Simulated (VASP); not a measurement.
Here is a VASP 6.6.1 calculation.

File INCAR:

```
SYSTEM = PtSe2
PREC = Accurate
ENCUT = 520
EDIFF = 1E-6
ISMEAR = 0
SIGMA = 0.1
LREAL = .FALSE.
LASPH = .TRUE.
NELM = 80
ALGO = Normal
ISIF = 2
LWAVE = .FALSE.
LCHARG = .FALSE.
GGA = PE
NBANDS = 31
```

The input KPOINTS:

```
regular mesh
0
G
  8 8 8
  0 0 0
```

The input POSCAR:

```
PtSe2
1.0
    0.0000000000      3.8886305689      3.8886305689
    3.8886305689      0.0000000000      3.8886305689
    3.8886305689      3.8886305689      0.0000000000
Pt Se
2 4
Direct
    0.5000000000      0.5000000000      0.5000000000
    0.7500000000      0.7500000000      0.7500000000
    0.1250000000      0.1250000000      0.1250000000
    0.6250000000      0.1250000000      0.1250000000
    0.1250000000      0.1250000000      0.6250000000
    0.1250000000      0.6250000000      0.1250000000
```

Potentials or basis: VASP PAW PBE potentials, release 64 (Pt, Se).

Command:

```bash
$ cat potpaw_PBE.64/Pt/POTCAR potpaw_PBE.64/Se/POTCAR > POTCAR
$ mpirun -np 1 vasp_std > vasp.out
```

Task: What does it give for the band gap on the k mesh?

Result: Zero (bands 22 and 23 overlap by 1.83 eV).

Task: Estimate the pressure.

Result: 0.0 GPa.

Caveat: spin-orbit coupling is left out, which moves the levels of the heavy elements.
